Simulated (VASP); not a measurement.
# CsPbCl3 (Pm-3m) in VASP: single point with PBE

Aim: the single point of CsPbCl3 with PBE.

Program: VASP 6.6.1. These are calculated values, not measurements. Logs are shortened: lines on timing, memory, paths and dates and some standing lists are left out, and cuts for length are marked.

### 1 The cell of the first run

The structure is cubic, space group Pm-3m (No. 221). The conventional cell has a = 5.605 Å, b = 5.605 Å, c = 5.605 Å, α = 90.00°, β = 90.00°, γ = 90.00°. Within 5.2 Å of Cs (site symmetry m-3m) lie 12 Cl at 3.96 Å and 8 Pb at 4.85 Å. Within 3.7 Å of Pb (site symmetry m-3m) lie 6 Cl at 2.80 Å. Within 3.7 Å of Cl (site symmetry 4/mmm) lie 2 Pb at 2.80 Å.

### 2 Single point, PBE

INCAR reads:

```
ALGO     = Normal         # electronic algorithm
EDIFF    = 1E-6           # SCF threshold, eV
ENCUT    = 520            # plane-wave cutoff, eV
GGA      = PE             # functional
ISIF     = 2              # what is computed and relaxed
ISMEAR   = 1              # smearing method
LASPH    = T              # aspherical terms in the spheres
LCHARG   = F              # write CHGCAR
LREAL    = F              # projectors in reciprocal space
LWAVE    = F              # write WAVECAR
NBANDS   = 30             # bands
NELM     = 60             # most SCF steps
PREC     = Accurate       # precision mode
SIGMA    = 0.1            # smearing width, eV
```

KPOINTS reads:

```
k-points
0
Gamma
  3 3 3
```

POSCAR reads:

```
CsPbCl3
1.0
    5.6050000000      0.0000000000      0.0000000000
    0.0000000000      5.6050000000      0.0000000000
    0.0000000000      0.0000000000      5.6050000000
Cs Pb Cl
1 1 3
Direct
    0.0000000000      0.0000000000      0.0000000000
    0.5000000000      0.5000000000      0.5000000000
    0.5000000000      0.5000000000      0.0000000000
    0.0000000000      0.5000000000      0.5000000000
    0.5000000000      0.0000000000      0.5000000000
```

Potentials or basis: VASP PAW PBE potentials, release 64 (Cs_sv, Pb_d, Cl).

Run with:

```sh
cat potpaw_PBE.64/Cs_sv/POTCAR potpaw_PBE.64/Pb_d/POTCAR potpaw_PBE.64/Cl/POTCAR > POTCAR
mpirun -np 1 vasp_std > vasp.out
```

OUTCAR:

```text
EDIFF = 1E-6
   ENCUT = 520
   GGA = PE
   ISIF = 2
   ISMEAR = 1
   LASPH = T
   LREAL = F
   NELM = 60
   PREC = Accurate

 ion  position               nearest neighbor table
   1  0.000  0.000  0.000-
   2  0.500  0.500  0.500-   3 2.80   4 2.80   5 2.80   3 2.80   5 2.80   4 2.80
   3  0.500  0.500  0.000-   2 2.80   2 2.80
   4  0.000  0.500  0.500-   2 2.80   2 2.80
   5  0.500  0.000  0.500-   2 2.80   2 2.80

  LATTYP: Found a simple cubic cell.
 ALAT       =     5.6050000000

  Lattice vectors:

 A1 = (   5.6050000000,   0.0000000000,   0.0000000000)
 A2 = (   0.0000000000,   5.6050000000,   0.0000000000)
 A3 = (   0.0000000000,   0.0000000000,   5.6050000000)

Analysis of symmetry for initial positions (statically):
=====================================================================
 Subroutine PRICEL returns:
 Original cell was already a primitive cell.

 Routine SETGRP: Setting up the symmetry group for a
 simple cubic supercell.

 Subroutine GETGRP returns: Found 48 space group operations
[... 9 lines left out ...]

 Routine SETGRP: Setting up the symmetry group for a
 simple cubic supercell.

 Subroutine GETGRP returns: Found 48 space group operations
[... 11 lines left out ...]
                                     Primitive cell

  volume of cell :     176.0868

  direct lattice vectors                    reciprocal lattice vectors
     5.605000000  0.000000000  0.000000000     0.178412132  0.000000000  0.000000000
     0.000000000  5.605000000  0.000000000     0.000000000  0.178412132  0.000000000
     0.000000000  0.000000000  5.605000000     0.000000000  0.000000000  0.178412132

  length of vectors
     5.605000000  5.605000000  5.605000000     0.178412132  0.178412132  0.178412132

  position of ions in fractional coordinates (direct lattice)
     0.000000000  0.000000000  0.000000000
     0.500000000  0.500000000  0.500000000
     0.500000000  0.500000000  0.000000000
     0.000000000  0.500000000  0.500000000
     0.500000000  0.000000000  0.500000000

  ion indices of the primitive-cell ions
   primitive index   ion index
                 1           1
                 2           2
                 3           3
                 4           4
                 5           5

----------------------------------------------------------------------------------------

 KPOINTS: k-points
[... 44 lines left out ...]
   LASPH  =      T    aspherical Exc in radial PAW
   ENCUT  =  520.0 eV  38.22 Ry    6.18 a.u.  10.42 10.42 10.42*2*pi/ulx,y,z
   NELM   =     60;   NELMIN=  2; NELMDL= -5     # of ELM steps
   EDIFF  = 0.1E-05   stopping-criterion for ELM
   LREAL  =      F    real-space projection
   EDIFFG = 0.1E-04   stopping-criterion for IOM
   NSW    =      0    number of steps for IOM
   IBRION =     -1    ionic relax: 0-MD 1-quasi-New 2-CG
   NFREE  =      0    steps in history (QN), initial steepest desc. (CG)
   ISIF   =      2    stress and relaxation
   ISYM   =      2    0-nonsym 1-usesym 2-fastsym
   POTIM  = 0.5000    time-step for ionic-motion
   TEBEG  =    0.0;   TEEND  =   0.0 temperature during run
   PSTRESS=    0.0 pullay stress
   NELECT =      44.0000    total number of electrons
   NUPDOWN=      -1.0000    fix difference up-down
   EMIN   =  10.00;   EMAX   =-10.00  energy-range for DOS
   EFERMI =   0.00;   METHOD = LEGACY
   ISMEAR =     1;   SIGMA  =   0.10  broadening in eV -4-tet -1-fermi 0-gaus
   EFERMI_NEDOS =   21; number of points for ismear=-14 and -15
   IALGO  =     38    algorithm
   IMIX   =      4    mixing-type and parameters
     AMIX     =   0.40;   BMIX     =  1.00
     AMIX_MAG =   1.60;   BMIX_MAG =  1.00
  volume/ion in A,a.u.               =      35.22       237.66
  Fermi-wavevector in a.u.,A,eV,Ry     =   1.031138  1.948568 14.466333  1.063245
  Thomas-Fermi vector in A             =   2.165271
   LORBIT       =      0    0 simple, 1 ext, 2 COOP (PROOUT), +10 PAW based schemes
   GGA     = PE    functional components
   LHFCALC =     F    Hartree Fock is set to
   AEXX    =    0.0000 exact exchange contribution
   IVDW    =     0    specifies the selected vdW correction
   LEPSILON=     F    determine dielectric tensor
   LRPA    =     F    only Hartree local field effects (RPA)
 non-spin polarized calculation
 Methfessel and Paxton  Order N= 1 SIGMA  =   0.10
  energy-cutoff  :      520.00
  volume of cell :      176.09
 maximum number of plane-waves:      4759
 NGX is ok and might be reduce to    42
   NGX = 21   NGY = 21   NGZ = 21

 number of electron      44.0000004 magnetization

 Free energy of the ion-electron system (eV)
  ---------------------------------------------------
  ext. energy  EPLUGINS =         0.00000000
  ---------------------------------------------------
  free energy    TOTEN  =       -17.59360125 eV

  energy without entropy =      -17.59531914  energy(sigma->0) =      -17.59417388

 E-fermi :   0.6016     XC(G=0):  -7.8223

 val. band max:        0.5173651489   @ k =   0.3333   0.3333   0.3333
 cond. band min:       4.7941112596   @ k =   0.3333   0.3333   0.3333
 fundamental gap:      4.2767461107
 Fermi energy:         0.6015533705

 k-point     1 :       0.0000    0.0000    0.0000
  band No.  band energies     occupation
      1     -19.5735      2.00000
      2     -14.9858      2.00000
      3     -14.9858      2.00000
      4     -14.7331      2.00000
      5     -14.7331      2.00000
      6     -14.7331      2.00000
[... 121 lines left out ...]
     29       7.8895      0.00000
     30       8.1588      0.00000

------------------------ aborting loop because EDIFF is reached ----------------------------------------

  FORCE on cell =-STRESS in cart. coord.  units (eV):
  Direction    XX          YY          ZZ          XY          YZ          ZX
  --------------------------------------------------------------------------------------
  -------------------------------------------------------------------------------------
  Total        1.5786173      1.5786173      1.5786173      0.0000000      0.0000000      0.0000000
  in kB       14.3635104     14.3635104     14.3635104      0.0000000      0.0000000      0.0000000
  external PRESSURE =      14.3635104 kB  Pullay stress =       0.0000000 kB

 VOLUME and BASIS-vectors are now :
 -----------------------------------------------------------------------------
  energy-cutoff  :      520.00
  volume of cell :      176.09
      direct lattice vectors                 reciprocal lattice vectors
     5.605000000  0.000000000  0.000000000     0.178412132  0.000000000  0.000000000
     0.000000000  5.605000000  0.000000000     0.000000000  0.178412132  0.000000000
     0.000000000  0.000000000  5.605000000     0.000000000  0.000000000  0.178412132

 POSITION                                       TOTAL-FORCE (eV/Angst)
 -----------------------------------------------------------------------------------
      0.00000      0.00000      0.00000         0.000000      0.000000      0.000000
      2.80250      2.80250      2.80250         0.000000      0.000000      0.000000
      2.80250      2.80250      0.00000         0.000000      0.000000      0.000000
      0.00000      2.80250      2.80250         0.000000      0.000000      0.000000
      2.80250      0.00000      2.80250         0.000000      0.000000      0.000000
 -----------------------------------------------------------------------------------
    total drift:                                0.000000     -0.000000     -0.000000

  FREE ENERGIE OF THE ION-ELECTRON SYSTEM (eV)
  ---------------------------------------------------
  free  energy   TOTEN  =       -17.5936012459 eV

  energy  without entropy=      -17.5953191438  energy(sigma->0) =      -17.59417388
```

OSZICAR:

```text
N       E                     dE             d eps       ncg     rms          rms(c)
DAV:   1     0.405188886833E+03    0.40519E+03   -0.19289E+04   240   0.133E+03
DAV:   2     0.378024347413E+02   -0.36739E+03   -0.34822E+03   258   0.315E+02
DAV:   3    -0.166140549165E+02   -0.54416E+02   -0.53952E+02   320   0.129E+02
DAV:   4    -0.183392430610E+02   -0.17252E+01   -0.17221E+01   284   0.285E+01
DAV:   5    -0.184073592625E+02   -0.68116E-01   -0.68092E-01   330   0.514E+00    0.551E+00
DAV:   6    -0.176141449474E+02    0.79321E+00   -0.14336E+00   340   0.128E+01    0.362E+00
DAV:   7    -0.175808130667E+02    0.33332E-01   -0.56404E-01   368   0.439E+00    0.188E+00
DAV:   8    -0.175941780956E+02   -0.13365E-01   -0.69620E-02   340   0.217E+00    0.244E-01
DAV:   9    -0.175930893430E+02    0.10888E-02   -0.14562E-02   370   0.980E-01    0.136E-01
DAV:  10    -0.175935313337E+02   -0.44199E-03   -0.15821E-03   316   0.247E-01    0.589E-02
DAV:  11    -0.175935981064E+02   -0.66773E-04   -0.16628E-04   328   0.101E-01    0.137E-02
DAV:  12    -0.175936012726E+02   -0.31661E-05   -0.24448E-05   316   0.563E-02    0.633E-03
DAV:  13    -0.175936012459E+02    0.26636E-07   -0.21263E-06   304   0.116E-02
   1 F= -.17593601E+02 E0= -.17594174E+02  d E =0.171790E-02
```

Wall time 31 s (1 thread of Intel Xeon Platinum 8175M at 2.50GHz (Skylake/Cascade Lake), shared host); peak memory 0.25 GiB.

Results:

```
Free energy            : -17.5936 eV
Pressure               : 1.4 GPa
Band gap on the k mesh : 4.28 eV, direct
```

Caveat: spin-orbit coupling is left out, which moves the levels of the heavy elements.
